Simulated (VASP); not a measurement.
Input of a VASP 6.6.1 run:

Contents of INCAR:

```
SYSTEM = TiAl
  PREC = Accurate
  ENCUT = 520
  EDIFF = 1E-6
  ISMEAR = 0
  SIGMA = 0.15
  LREAL = .FALSE.
  LASPH = .TRUE.
  NELM = 80
  ALGO = Fast
  ISIF = 2
  LWAVE = .FALSE.
  LCHARG = .TRUE.
  GGA = PS
  LELF = .TRUE.
  LVHAR = .TRUE.
  NBANDS = 14
```

File KPOINTS:

```
regular mesh
0
G
  16 16 16
  0 0 0
```

Contents of POSCAR:

```
TiAl
1.0
    3.5685583292      0.0000000000      0.0000000000
    0.0000000000      3.5685583292      0.0000000000
    0.0000000000      0.0000000000      2.5229707387
Ti Al
1 1
Direct
    0.0000000000      0.0000000000      0.0000000000
    0.5000000000      0.5000000000      0.5000000000
```

Potentials or basis: VASP PAW PBE potentials, release 64 (Ti_sv, Al).

Run with:

```bash
$ cat potpaw_PBE.64/Ti_sv/POTCAR potpaw_PBE.64/Al/POTCAR > POTCAR
$ mpirun -np 1 vasp_std > vasp.out
```

Question: What does it give for the pressure?

Answer: 1.9 GPa.

Question: Predict the band gap on the k mesh.

Answer: Zero (an odd number of electrons rules out a gap without spin polarisation).

Stress tensor (GPa, compression positive):
```
-4.86  0.00  0.00
 0.00 -4.86  0.00
 0.00  0.00 15.30
```

Caveat: the PAW data sets were made with another functional, which shifts forces and pressure a little.
